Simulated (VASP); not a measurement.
# Ga6HN6 in VASP: single point with PBE+D3(BJ)

Aim: the single point of Ga6HN6 with PBE+D3(BJ).

Everything below comes from runs of VASP 6.6.1. Logs are shortened: lines on timing, memory, paths and dates and some standing lists are left out, and cuts for length are marked.

### Step 1. The cell of the first run

The cell holds a slab with vacuum, 26 atoms: a = 6.393 Å, b = 5.209 Å, c = 24.459 Å, α = 90.00°, β = 90.00°, γ = 90.00°.

### Step 2. Single point, PBE+D3(BJ)

File INCAR:

```
PREC = Accurate
ENCUT = 520
EDIFF = 1E-7
ISMEAR = 0
SIGMA = 0.05
LREAL = Auto
LASPH = T
NELM = 100
ALGO = Normal
ISIF = 2
LWAVE = F
LCHARG = F
LDIPOL = T
IDIPOL = 3
DIPOL = 0.5 0.5 0.474
GGA = PE
IVDW = 12
NBANDS = 128
```

File KPOINTS:

```
regular mesh
0
Gamma
  3 3 1
```

File POSCAR:

```
Ga6HN6
1.0
    6.3931260417      0.0000000000      0.0000000000
    0.0000000000      5.2085710379      0.0000000000
    0.0000000000      0.0000000000     24.4593778220
Ga N H
12 12 2
Direct
    0.5000000000      0.0008110330      0.3270729148
    0.0000000000      0.0008110330      0.3270729148
    0.7500000000      0.5008110330      0.3647994780
    0.2500000000      0.5008110330      0.3647994780
    0.7500000000      0.0008110330      0.4402526041
    0.2500000000      0.0008110330      0.4402526041
    0.0001617072      0.4988470627      0.4758050143
    0.4998231232      0.4988517090      0.4758092501
    0.0001261549      0.0040498086      0.5566731927
    0.4997279482      0.0040268529      0.5566767232
    0.2499514155      0.4703478235      0.5808254263
    0.7499677770      0.4694113553      0.5794812962
    0.5000000000      0.6241889670      0.3270729148
    0.0000000000      0.6241889670      0.3270729148
    0.7500000000      0.1241889670      0.3647994780
    0.2500000000      0.1241889670      0.3647994780
    0.7500000000      0.6241889670      0.4402526041
    0.2500000000      0.6241889670      0.4402526041
    0.0001130609      0.1231793994      0.4770001150
    0.4998637022      0.1231681593      0.4770073798
    0.0004235042      0.6282793502      0.5541181765
    0.4994938275      0.6282600213      0.5541126857
    0.2499106604      0.1216936862      0.5908538216
    0.7499272157      0.1223694112      0.5902584545
    0.2514069461      0.7794119207      0.6585756590
    0.2525275281      0.6508386037      0.6738762394
```

Potentials or basis: VASP PAW PBE potentials, release 64 (Ga_d, N, H).

The run is started by

```
$ cat potpaw_PBE.64/Ga_d/POTCAR potpaw_PBE.64/N/POTCAR potpaw_PBE.64/H/POTCAR > POTCAR
$ mpirun -np 1 vasp_std > vasp.out
```

OUTCAR:

```text
PREC = Accurate
   ENCUT = 520
   EDIFF = 1E-7
   ISMEAR = 0
   LREAL = Auto
   LASPH = T
   NELM = 100
   ISIF = 2
   GGA = PE
   IVDW = 12
 IVDW          = 12

 ion  position               nearest neighbor table
   1  0.500  0.001  0.327-  15 1.95  16 1.95  13 1.96
   2  0.000  0.001  0.327-  15 1.95  16 1.95  14 1.96
   3  0.750  0.501  0.365-  17 1.95  14 1.95  13 1.95  15 1.96
   4  0.250  0.501  0.365-  18 1.95  14 1.95  13 1.95  16 1.96
   5  0.750  0.001  0.440-  19 1.94  20 1.94  15 1.95  17 1.96
   6  0.250  0.001  0.440-  20 1.94  19 1.94  16 1.95  18 1.96
   7  0.000  0.499  0.476-  18 1.93  17 1.93  19 1.96  21 2.03
   8  0.500  0.499  0.476-  18 1.93  17 1.93  20 1.96  22 2.03
   9  0.000  0.004  0.557-  24 1.90  23 1.90  21 1.96  19 2.05
  10  0.500  0.004  0.557-  24 1.90  23 1.90  22 1.96  20 2.05
  11  0.250  0.470  0.581-  23 1.83  21 1.91  22 1.91
  12  0.750  0.469  0.579-  24 1.83  21 1.91  22 1.91
  13  0.500  0.624  0.327-   3 1.95   4 1.95   1 1.96
  14  0.000  0.624  0.327-   3 1.95   4 1.95   2 1.96
  15  0.750  0.124  0.365-   5 1.95   2 1.95   1 1.95   3 1.96
  16  0.250  0.124  0.365-   6 1.95   2 1.95   1 1.95   4 1.96
  17  0.750  0.624  0.440-   7 1.93   8 1.93   3 1.95   5 1.96
  18  0.250  0.624  0.440-   8 1.93   7 1.93   4 1.95   6 1.96
  19  0.000  0.123  0.477-   6 1.94   5 1.94   7 1.96   9 2.05
  20  0.500  0.123  0.477-   6 1.94   5 1.94   8 1.96  10 2.05
  21  0.000  0.628  0.554-  12 1.91  11 1.91   9 1.96   7 2.03
  22  0.499  0.628  0.554-  12 1.91  11 1.91  10 1.96   8 2.03
  23  0.250  0.122  0.591-  11 1.83   9 1.90  10 1.90
  24  0.750  0.122  0.590-  12 1.83   9 1.90  10 1.90
  25  0.251  0.779  0.659-  26 0.77
  26  0.253  0.651  0.674-  25 0.77

  LATTYP: Found a simple orthorhombic cell.
 ALAT       =     5.2085710379
 B/A-ratio  =     1.2274241813
 C/A-ratio  =     4.6959862204

  Lattice vectors:

 A1 = (   0.0000000000,  -5.2085710379,   0.0000000000)
 A2 = (   6.3931260417,   0.0000000000,   0.0000000000)
 A3 = (   0.0000000000,   0.0000000000,  24.4593778220)

Analysis of symmetry for initial positions (statically):
=====================================================================
 Subroutine PRICEL returns:
 Original cell was already a primitive cell.

 Routine SETGRP: Setting up the symmetry group for a
 simple orthorhombic supercell.

 Subroutine GETGRP returns: Found  1 space group operations
 (whereof  1 operations were pure point group operations)
 out of a pool of  8 trial point group operations.

The static configuration has the point symmetry C_1 .

Analysis of symmetry for dynamics (positions and initial velocities):
=====================================================================
 Subroutine PRICEL returns:
 Original cell was already a primitive cell.

 Routine SETGRP: Setting up the symmetry group for a
 simple orthorhombic supercell.

 Subroutine GETGRP returns: Found  1 space group operations
 (whereof  1 operations were pure point group operations)
 out of a pool of  8 trial point group operations.

The dynamic configuration has the point symmetry C_1 .

 Subroutine INISYM returns: Found  1 space group operations
 (whereof  1 operations are pure point group operations),
 and found     1 'primitive' translations

----------------------------------------------------------------------------------------

                                     Primitive cell

  volume of cell :     814.4741

  direct lattice vectors                    reciprocal lattice vectors
     6.393126042  0.000000000  0.000000000     0.156418002  0.000000000  0.000000000
     0.000000000  5.208571038  0.000000000     0.000000000  0.191991238  0.000000000
     0.000000000  0.000000000 24.459377822     0.000000000  0.000000000  0.040884114

  length of vectors
     6.393126042  5.208571038 24.459377822     0.156418002  0.191991238  0.040884114

  position of ions in fractional coordinates (direct lattice)
     0.500000000  0.000811033  0.327072915
     0.000000000  0.000811033  0.327072915
     0.750000000  0.500811033  0.364799478
     0.250000000  0.500811033  0.364799478
     0.750000000  0.000811033  0.440252604
     0.250000000  0.000811033  0.440252604
[... 18 lines left out ...]
     0.251406946  0.779411921  0.658575659
     0.252527528  0.650838604  0.673876239

  ion indices of the primitive-cell ions
   primitive index   ion index
                 1           1
                 2           2
                 3           3
                 4           4
                 5           5
                 6           6
[... 18 lines left out ...]
                25          25
                26          26

----------------------------------------------------------------------------------------

 KPOINTS: regular mesh

Automatic generation of k-mesh.
 Grid dimensions read from file:
 generate k-points for:    3    3    1

 Generating k-lattice:

  Cartesian coordinates                     Fractional coordinates (reciprocal lattice)
     0.052139334  0.000000000  0.000000000     0.333333333  0.000000000  0.000000000
     0.000000000  0.063997079  0.000000000     0.000000000  0.333333333  0.000000000
     0.000000000  0.000000000  0.040884114     0.000000000  0.000000000  1.000000000

  Length of vectors
     0.052139334  0.063997079  0.040884114

  Shift w.r.t. Gamma in fractional coordinates (k-lattice)
     0.000000000  0.000000000  0.000000000

 Subroutine IBZKPT returns following result:
 ===========================================

 Found      5 irreducible k-points:

 Following reciprocal coordinates:
            Coordinates               Weight
  0.000000  0.000000  0.000000      1.000000
  0.333333  0.000000  0.000000      2.000000
  0.000000  0.333333  0.000000      2.000000
  0.333333  0.333333  0.000000      2.000000
 -0.333333  0.333333  0.000000      2.000000
   k-points           NKPTS =      5   k-points in BZ     NKDIM =      5   number of bands    NBANDS=    128
   number of dos      NEDOS =    301   number of ions     NIONS =     26
   total plane-waves  NPLWV = 368640
   dimension x,y,z NGX =    48 NGY =   40 NGZ =  192
   dimension x,y,z NGXF=    96 NGYF=   80 NGZF=  384
   ions per type =              12  12   2
   NGX,Y,Z   is equivalent  to a cutoff of  12.48, 12.77, 13.05 a.u.
   NGXF,Y,Z  is equivalent  to a cutoff of  24.96, 25.53, 26.10 a.u.
 SYSTEM =  unknown system
   PREC   = accura    normal or accurate (medium, high low for compatibility)
   ISTART =      0    job   : 0-new  1-cont  2-samecut
   ICHARG =      2    charge: 1-file 2-atom 10-const
   ISPIN  =      1    spin polarized calculation?
   LNONCOLLINEAR =      F non collinear calculations
   LSORBIT =      F    spin-orbit coupling
   LASPH  =      T    aspherical Exc in radial PAW
   ENCUT  =  520.0 eV  38.22 Ry    6.18 a.u.  11.89  9.68 45.48*2*pi/ulx,y,z
   NELM   =    100;   NELMIN=  2; NELMDL= -5     # of ELM steps
   EDIFF  = 0.1E-06   stopping-criterion for ELM
   LREAL  =      T    real-space projection
   EDIFFG = 0.1E-05   stopping-criterion for IOM
   NSW    =      0    number of steps for IOM
   IBRION =     -1    ionic relax: 0-MD 1-quasi-New 2-CG
   NFREE  =      0    steps in history (QN), initial steepest desc. (CG)
   ISIF   =      2    stress and relaxation
   ISYM   =      2    0-nonsym 1-usesym 2-fastsym
   POTIM  = 0.5000    time-step for ionic-motion
   TEBEG  =    0.0;   TEEND  =   0.0 temperature during run
   PSTRESS=    0.0 pullay stress
   NELECT =     218.0000    total number of electrons
   NUPDOWN=      -1.0000    fix difference up-down
   EMIN   =  10.00;   EMAX   =-10.00  energy-range for DOS
   EFERMI =   0.00;   METHOD = LEGACY
   ISMEAR =     0;   SIGMA  =   0.05  broadening in eV -4-tet -1-fermi 0-gaus
   EFERMI_NEDOS =   21; number of points for ismear=-14 and -15
   IALGO  =     38    algorithm
   IMIX   =      4    mixing-type and parameters
     AMIX     =   0.40;   BMIX     =  1.00
     AMIX_MAG =   1.60;   BMIX_MAG =  1.00
  volume/ion in A,a.u.               =      31.33       211.40
  Fermi-wavevector in a.u.,A,eV,Ry     =   1.055038  1.993732 15.144702  1.113104
  Thomas-Fermi vector in A             =   2.190221
   LORBIT       =      0    0 simple, 1 ext, 2 COOP (PROOUT), +10 PAW based schemes
   GGA     = PE    functional components
   LHFCALC =     F    Hartree Fock is set to
   AEXX    =    0.0000 exact exchange contribution
   IVDW    =    12    specifies the selected vdW correction
   LEPSILON=     F    determine dielectric tensor
   LRPA    =     F    only Hartree local field effects (RPA)
 non-spin polarized calculation
 Gauss-broadening in eV      SIGMA  =   0.05
  energy-cutoff  :      520.00
  volume of cell :      814.47
 maximum number of plane-waves:     21963
   NGX = 23   NGY = 19   NGZ = 91

 dipolmoment           0.000000      0.000000      0.040454 electrons x Angstroem

 number of electron     217.9999993 magnetization

 dipolmoment           0.000000      0.000000     -0.033059 electrons x Angstroem

 Free energy of the ion-electron system (eV)
  ---------------------------------------------------
  ext. energy  EPLUGINS =         0.00000000
  ---------------------------------------------------
  free energy    TOTEN  =      -145.16789257 eV

  energy without entropy =     -145.16789257  energy(sigma->0) =     -145.16789257

 E-fermi :  -1.0954     XC(G=0):  -4.6921

 val. band max:       -1.3542216681   @ k =   0.0000   0.0000   0.0000
 cond. band min:      -0.6060827802   @ k =   0.0000   0.0000   0.0000
 fundamental gap:      0.7481388879
 Fermi energy:        -1.0954247959

 k-point     1 :       0.0000    0.0000    0.0000
  band No.  band energies     occupation
      1     -17.7090      2.00000
      2     -17.3782      2.00000
      3     -17.1740      2.00000
      4     -17.0854      2.00000
      5     -17.0348      2.00000
      6     -16.8174      2.00000
[... 609 lines left out ...]
    120       4.0009      0.00000
    121       4.1168      0.00000
 [bands above 121 left out]

------------------------ aborting loop because EDIFF is reached ----------------------------------------

 vacuum level on the upper side and lower side of the slab       (xc-potential included)        -0.142         0.052

 Edisp (eV)   -4.62328

 E8    (eV) :    -1.9217

  FORCE on cell =-STRESS in cart. coord.  units (eV):
  Direction    XX          YY          ZZ          XY          YZ          ZX
  --------------------------------------------------------------------------------------
  -------------------------------------------------------------------------------------
  Total       3.76227    -4.59975     0.11115     0.00079     1.47298     0.00217
  in kB       7.40088    -9.04831     0.21865     0.00156     2.89755     0.00426
  external pressure =       -0.48 kB  Pullay stress =        0.00 kB

 VOLUME and BASIS-vectors are now :
 -----------------------------------------------------------------------------
  energy-cutoff  :      520.00
  volume of cell :      814.47
      direct lattice vectors                 reciprocal lattice vectors
     6.393126042  0.000000000  0.000000000     0.156418002  0.000000000  0.000000000
     0.000000000  5.208571038  0.000000000     0.000000000  0.191991238  0.000000000
     0.000000000  0.000000000 24.459377822     0.000000000  0.000000000  0.040884114

 POSITION                                       TOTAL-FORCE (eV/Angst)
 -----------------------------------------------------------------------------------
      3.19656      0.00422      8.00000        -0.000271     -1.999444      1.460156
      0.00000      0.00422      8.00000         0.000349     -1.999460      1.460066
      4.79484      2.60851      8.92277        -0.000016      1.094476     -1.631669
      1.59828      2.60851      8.92277         0.000010      1.093800     -1.637870
      4.79484      0.00422     10.76830        -0.001709     -0.346724      0.400147
      1.59828      0.00422     10.76830        -0.000183     -0.350479      0.383989
[... 18 lines left out ...]
      1.60728      4.05962     16.10835         0.000502     -0.004568      0.023106
      1.61444      3.38994     16.48259        -0.002922      0.014530     -0.018399
 -----------------------------------------------------------------------------------
    total drift:                               -0.000556      0.001475     -0.004961

  FREE ENERGIE OF THE ION-ELECTRON SYSTEM (eV)
  ---------------------------------------------------
  free  energy   TOTEN  =      -149.7911675845 eV

  energy  without entropy=     -149.7911675845  energy(sigma->0) =     -149.79116758

 vacuum level on the upper side and lower side of the slab         3.499         3.696
```

It took 15 min on 1 thread of AMD EPYC 9R45 (Zen 5), shared host; peak memory 0.9 GiB.

Results:

```
Free energy                : -149.7912 eV
Largest force              : 2.476 eV/Å
Band gap on the k mesh     : 0.75 eV
Dispersion energy per atom : -0.178 eV
```

Forces on the atoms (eV/Å):
```
Ga   0.000 -1.999  1.460
Ga   0.000 -1.999  1.460
Ga   0.000  1.094 -1.632
Ga   0.000  1.094 -1.638
Ga  -0.002 -0.347  0.400
Ga   0.000 -0.350  0.384
Ga   0.003 -0.004 -0.009
Ga  -0.002 -0.005 -0.009
Ga   0.007  0.014  0.016
Ga  -0.006  0.015  0.015
Ga   0.002 -0.035  0.007
Ga  -0.002 -0.023  0.008
N    0.000  0.662  0.369
N    0.000  0.662  0.369
N    0.000  0.522 -1.169
N    0.000  0.520 -1.171
N   -0.001  0.063  0.579
N   -0.001  0.078  0.560
N   -0.001 -0.002 -0.003
N    0.002 -0.001 -0.005
N   -0.002  0.004  0.011
N    0.004  0.003  0.009
N    0.003  0.005 -0.010
N    0.001  0.019 -0.007
H    0.001 -0.005  0.023
H   -0.003  0.015 -0.018
```

Levels at points of the mesh, in eV from the valence-band top:
```
           k point  band 105  band 106  band 107  band 108  band 109  band 110  band 111  band 112  band 113  band 114
(0.00, 0.00, 0.00)     -0.73     -0.56     -0.45     -0.27      0.00      0.75      1.93      2.03      3.03      3.71
```
